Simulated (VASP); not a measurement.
# B (Pm-3m) in VASP: notebook

Runs on B. Level: PBE. Tasks: single point, relaxation of cell and atoms.

Program: VASP 6.6.1. These are calculated values, not measurements. Logs are shortened: lines on timing, memory, paths and dates and some standing lists are left out, and cuts for length are marked.

### 1 The cell of the first run

It takes space group Pm-3m (No. 221, cubic). Conventional cell: a = 1.871 Å, b = 1.871 Å, c = 1.871 Å, α = 90.00°, β = 90.00°, γ = 90.00°. B (site symmetry m-3m) has 6 B at 1.87 Å within 2.5 Å.

### 2 Single point, PBE

File INCAR:

```
SYSTEM = B
PREC     = Accurate       ! precision mode
ENCUT    = 520            ! plane-wave cutoff, eV
EDIFF    = 1E-7           ! SCF threshold, eV
ISMEAR   = -1             ! smearing method
SIGMA    = 0.08           ! smearing width, eV
LREAL    = .FALSE.        ! projectors in reciprocal space
LASPH    = .TRUE.         ! aspherical terms in the spheres
NELM     = 100            ! most SCF steps
ALGO     = Normal         ! electronic algorithm
ISIF     = 2              ! what is computed and relaxed
LWAVE    = .FALSE.        ! write WAVECAR
LCHARG   = .FALSE.        ! write CHGCAR
GGA      = PE             ! functional
NBANDS   = 8              ! bands
```

File KPOINTS:

```
regular mesh
0
G
  20 20 20
  0 0 0
```

File POSCAR:

```
B
1.0
    1.8706363458      0.0000000000      0.0000000000
    0.0000000000      1.8706363458      0.0000000000
    0.0000000000      0.0000000000      1.8706363458
B
1
Direct
    0.0000000000      0.0000000000      0.0000000000
```

Potentials or basis: VASP PAW PBE potentials, release 64 (B).

Started as:

```console
> cat potpaw_PBE.64/B/POTCAR > POTCAR
> mpirun -np 1 vasp_std > vasp.out
```

OUTCAR:

```text
SYSTEM = B
   PREC = Accurate
   ENCUT = 520
   EDIFF = 1E-7
   ISMEAR = -1
   LREAL = .FALSE.
   LASPH = .TRUE.
   NELM = 100
   ISIF = 2
   GGA = PE

 ion  position               nearest neighbor table
   1  0.000  0.000  0.000-

  LATTYP: Found a simple cubic cell.
 ALAT       =     1.8706363458

  Lattice vectors:

 A1 = (   1.8706363458,   0.0000000000,   0.0000000000)
 A2 = (   0.0000000000,   1.8706363458,   0.0000000000)
 A3 = (   0.0000000000,   0.0000000000,   1.8706363458)

Analysis of symmetry for initial positions (statically):
=====================================================================
 Subroutine PRICEL returns:
 Original cell was already a primitive cell.

 Routine SETGRP: Setting up the symmetry group for a
 simple cubic supercell.

 Subroutine GETGRP returns: Found 48 space group operations
 (whereof 48 operations were pure point group operations)
 out of a pool of 48 trial point group operations.

The static configuration has the point symmetry O_h .

Analysis of symmetry for dynamics (positions and initial velocities):
=====================================================================
 Subroutine PRICEL returns:
 Original cell was already a primitive cell.

 Routine SETGRP: Setting up the symmetry group for a
 simple cubic supercell.

 Subroutine GETGRP returns: Found 48 space group operations
 (whereof 48 operations were pure point group operations)
 out of a pool of 48 trial point group operations.

The dynamic configuration has the point symmetry O_h .

 Subroutine INISYM returns: Found 48 space group operations
 (whereof 48 operations are pure point group operations),
 and found     1 'primitive' translations

----------------------------------------------------------------------------------------

                                     Primitive cell

  volume of cell :       6.5459

  direct lattice vectors                    reciprocal lattice vectors
     1.870636346  0.000000000  0.000000000     0.534577446  0.000000000  0.000000000
     0.000000000  1.870636346  0.000000000     0.000000000  0.534577446  0.000000000
     0.000000000  0.000000000  1.870636346     0.000000000  0.000000000  0.534577446

  length of vectors
     1.870636346  1.870636346  1.870636346     0.534577446  0.534577446  0.534577446

  position of ions in fractional coordinates (direct lattice)
     0.000000000  0.000000000  0.000000000

  ion indices of the primitive-cell ions
   primitive index   ion index
                 1           1

----------------------------------------------------------------------------------------

 KPOINTS: regular mesh

Automatic generation of k-mesh.
 Grid dimensions read from file:
 generate k-points for:   20   20   20

 Generating k-lattice:

  Cartesian coordinates                     Fractional coordinates (reciprocal lattice)
     0.026728872  0.000000000  0.000000000     0.050000000  0.000000000  0.000000000
     0.000000000  0.026728872  0.000000000     0.000000000  0.050000000  0.000000000
     0.000000000  0.000000000  0.026728872     0.000000000  0.000000000  0.050000000

  Length of vectors
     0.026728872  0.026728872  0.026728872

  Shift w.r.t. Gamma in fractional coordinates (k-lattice)
     0.000000000  0.000000000  0.000000000

 Subroutine IBZKPT returns following result:
 ===========================================

 Found    286 irreducible k-points:

 Following reciprocal coordinates:
            Coordinates               Weight
  0.000000  0.000000  0.000000      1.000000
  0.050000  0.000000  0.000000      6.000000
  0.100000  0.000000  0.000000      6.000000
  0.150000  0.000000  0.000000      6.000000
  0.200000  0.000000  0.000000      6.000000
  0.250000  0.000000  0.000000      6.000000
[... 16 lines left out ...]
  0.150000  0.100000  0.000000     24.000000
  0.200000  0.100000  0.000000     24.000000
 [... further k-points ...]
   k-points           NKPTS =    286   k-points in BZ     NKDIM =    286   number of bands    NBANDS=      8
   number of dos      NEDOS =    301   number of ions     NIONS =      1
   total plane-waves  NPLWV =   2744
   dimension x,y,z NGX =    14 NGY =   14 NGZ =   14
   dimension x,y,z NGXF=    28 NGYF=   28 NGZF=   28
   ions per type =               1
   NGX,Y,Z   is equivalent  to a cutoff of  12.44, 12.44, 12.44 a.u.
   NGXF,Y,Z  is equivalent  to a cutoff of  24.88, 24.88, 24.88 a.u.
 SYSTEM =  B
   PREC   = accura    normal or accurate (medium, high low for compatibility)
   ISTART =      0    job   : 0-new  1-cont  2-samecut
   ICHARG =      2    charge: 1-file 2-atom 10-const
   ISPIN  =      1    spin polarized calculation?
   LNONCOLLINEAR =      F non collinear calculations
   LSORBIT =      F    spin-orbit coupling
   LASPH  =      T    aspherical Exc in radial PAW
   ENCUT  =  520.0 eV  38.22 Ry    6.18 a.u.   3.48  3.48  3.48*2*pi/ulx,y,z
   NELM   =    100;   NELMIN=  2; NELMDL= -5     # of ELM steps
   EDIFF  = 0.1E-06   stopping-criterion for ELM
   LREAL  =      F    real-space projection
   EDIFFG = 0.1E-05   stopping-criterion for IOM
   NSW    =      0    number of steps for IOM
   IBRION =     -1    ionic relax: 0-MD 1-quasi-New 2-CG
   NFREE  =      0    steps in history (QN), initial steepest desc. (CG)
   ISIF   =      2    stress and relaxation
   ISYM   =      2    0-nonsym 1-usesym 2-fastsym
   POTIM  = 0.5000    time-step for ionic-motion
   TEBEG  =    0.0;   TEEND  =   0.0 temperature during run
   PSTRESS=    0.0 pullay stress
   NELECT =       3.0000    total number of electrons
   NUPDOWN=      -1.0000    fix difference up-down
   EMIN   =  10.00;   EMAX   =-10.00  energy-range for DOS
   EFERMI =   0.00;   METHOD = LEGACY
   ISMEAR =    -1;   SIGMA  =   0.08  broadening in eV -4-tet -1-fermi 0-gaus
   EFERMI_NEDOS =   21; number of points for ismear=-14 and -15
   IALGO  =     38    algorithm
   IMIX   =      4    mixing-type and parameters
     AMIX     =   0.40;   BMIX     =  1.00
     AMIX_MAG =   1.60;   BMIX_MAG =  1.00
  volume/ion in A,a.u.               =       6.55        44.17
  Fermi-wavevector in a.u.,A,eV,Ry     =   1.262193  2.385200 21.675877  1.593132
  Thomas-Fermi vector in A             =   2.395614
   LORBIT       =      0    0 simple, 1 ext, 2 COOP (PROOUT), +10 PAW based schemes
   GGA     = PE    functional components
   LHFCALC =     F    Hartree Fock is set to
   AEXX    =    0.0000 exact exchange contribution
   IVDW    =     0    specifies the selected vdW correction
   LEPSILON=     F    determine dielectric tensor
   LRPA    =     F    only Hartree local field effects (RPA)
 non-spin polarized calculation
  energy-cutoff  :      520.00
  volume of cell :        6.55
 maximum number of plane-waves:       184
 NGX is ok and might be reduce to    14
   NGX =  7   NGY =  7   NGZ =  7

 number of electron       3.0000000 magnetization

 Free energy of the ion-electron system (eV)
  ---------------------------------------------------
  ext. energy  EPLUGINS =         0.00000000
  ---------------------------------------------------
  free energy    TOTEN  =        -5.61006436 eV

  energy without entropy =       -5.60400893  energy(sigma->0) =       -5.60703665

 E-fermi :   7.2381     XC(G=0): -12.4771

 val. band max:        7.1924042601   @ k =   0.3500   0.2500   0.0000
 cond. band min:       7.2707211872   @ k =   0.3500   0.2500   0.0500
 fundamental gap:      0.0783169270
 Fermi energy:         7.2381430559

 k-point     1 :       0.0000    0.0000    0.0000
  band No.  band energies     occupation
      1      -8.7470      2.00000
      2      21.1267      0.00000
      3      21.1267      0.00000
      4      21.1267      0.00000
      5      31.5940      0.00000
      6      31.5940      0.00000
      7      40.9889      0.00000
      8      61.4134      0.00000

 k-point     2 :       0.0500    0.0000    0.0000
  band No.  band energies     occupation
      1      -8.6609      2.00000
      2      20.2015      0.00000
      3      21.1996      0.00000
      4      21.1996      0.00000
      5      31.6949      0.00000
      6      32.6181      0.00000
      7      40.9360      0.00000
      8      60.7111      0.00000

 k-point     3 :       0.1000    0.0000    0.0000
  band No.  band energies     occupation
      1      -8.4028      2.00000
      2      18.0966      0.00000
      3      21.4156      0.00000
      4      21.4156      0.00000
      5      31.9970      0.00000
      6      34.9784      0.00000
      7      40.8113      0.00000
      8      58.8477      0.00000

 k-point     4 :       0.1500    0.0000    0.0000
  band No.  band energies     occupation
      1      -7.9730      2.00000
      2      15.6000      0.00000
      3      21.7661      0.00000
      4      21.7661      0.00000
      5      32.4976      0.00000
      6      37.6391      0.00000
      7      40.8383      0.00000
      8      56.3782      0.00000

 k-point     5 :       0.2000    0.0000    0.0000
  band No.  band energies     occupation
      1      -7.3726      2.00000
      2      13.0390      0.00000
      3      22.2355      0.00000
      4      22.2355      0.00000
      5      33.1917      0.00000
      6      39.0342      0.00000
      7      42.1991      0.00000
      8      53.7554      0.00000
[... 177 lines left out ...]
 k-point    22 :       0.1000    0.1000    0.0000
  band No.  band energies     occupation
      1      -8.0584      2.00000
      2      17.4635      0.00000
      3      19.5127      0.00000
      4      21.7024      0.00000
      5      33.9697      0.00000
      6      36.6237      0.00000
      7      40.4044      0.00000
      8      56.4054      0.00000

 k-point    23 :       0.1500    0.1000    0.0000
  band No.  band energies     occupation
      1      -7.6285      2.00000
      2      15.5301      0.00000
      3      19.4135      0.00000
      4      22.0505      0.00000
      5      34.8009      0.00000
      6      38.7948      0.00000
      7      40.2057      0.00000
      8      54.1625      0.00000

 k-point    24 :       0.2000    0.1000    0.0000
  band No.  band energies     occupation
      1      -7.0280      2.00000
      2      13.1381      0.00000
      3      19.8189      0.00000
      4      22.5165      0.00000
      5      35.5525      0.00000
      6      38.8059      0.00000
      7      42.3540      0.00000
      8      51.8760      0.00000

 [... further k-points ...]

------------------------ aborting loop because EDIFF is reached ----------------------------------------

  FORCE on cell =-STRESS in cart. coord.  units (eV):
  Direction    XX          YY          ZZ          XY          YZ          ZX
  --------------------------------------------------------------------------------------
  -------------------------------------------------------------------------------------
  Total        0.2429131      0.2429131      0.2429131      0.0000000     -0.0000000      0.0000000
  in kB       59.4556916     59.4556916     59.4556916      0.0000000     -0.0000000      0.0000000
  external PRESSURE =      59.4556916 kB  Pullay stress =       0.0000000 kB

 VOLUME and BASIS-vectors are now :
 -----------------------------------------------------------------------------
  energy-cutoff  :      520.00
  volume of cell :        6.55
      direct lattice vectors                 reciprocal lattice vectors
     1.870636346  0.000000000  0.000000000     0.534577446  0.000000000  0.000000000
     0.000000000  1.870636346  0.000000000     0.000000000  0.534577446  0.000000000
     0.000000000  0.000000000  1.870636346     0.000000000  0.000000000  0.534577446

 POSITION                                       TOTAL-FORCE (eV/Angst)
 -----------------------------------------------------------------------------------
      0.00000      0.00000      0.00000         0.000000      0.000000      0.000000
 -----------------------------------------------------------------------------------
    total drift:                                0.000000      0.000000     -0.000000

  FREE ENERGIE OF THE ION-ELECTRON SYSTEM (eV)
  ---------------------------------------------------
  free  energy   TOTEN  =        -5.6100643579 eV

  energy  without entropy=       -5.6040089322  energy(sigma->0) =       -5.60703665
```

Wall time 10 s (1 thread of AMD EPYC 7R43 (Zen 3), shared host); peak memory 0.07 GiB.

What came out:

- Free energy: -5.6101 eV
- Pressure: 5.9 GPa

[end of part 1 of 2]
